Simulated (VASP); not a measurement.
Crystal: HgTe.

```xyz
2
Lattice="0.0000 3.3878 3.1407 3.3878 0.0000 3.1407 3.3878 3.3878 0.0000" Properties=species:S:1:pos:R:3 pbc="T T T"
Hg    0.0000    0.0000    0.0000
Te    1.6939    1.6939    1.5704
```

This cell differs from its parent crystal: epitaxial xy strain +3.0%.

Base run:

* Program: VASP 6.6.1
* Functional: PBE
* Potentials or basis: VASP PAW PBE potentials, release 64 (Hg, Te)
* Cutoff: 520 eV
* k mesh: 6 × 6 × 6
* Occupations: fermi-dirac, width 0.02 eV
* Spin: no spin polarisation

Its results: band gap on the k mesh 0.21 eV, direct; pressure 0.7 GPa.

The run is repeated on the same cell with these changes: functional from PBE to r2SCAN; further incar settings from ALGO = Normal; EDIFF = 1e-06; NBANDS = 16 to ALGO = Normal; EDIFF = 1e-07; NBANDS = 16. What comes out?

Band gap on the k mesh 0.21 eV, direct; pressure -0.6 GPa.

Caveats: spin-orbit coupling is left out, which moves the levels of the heavy elements; the PAW data sets were made with another functional, which shifts forces and pressure a little (some runs).

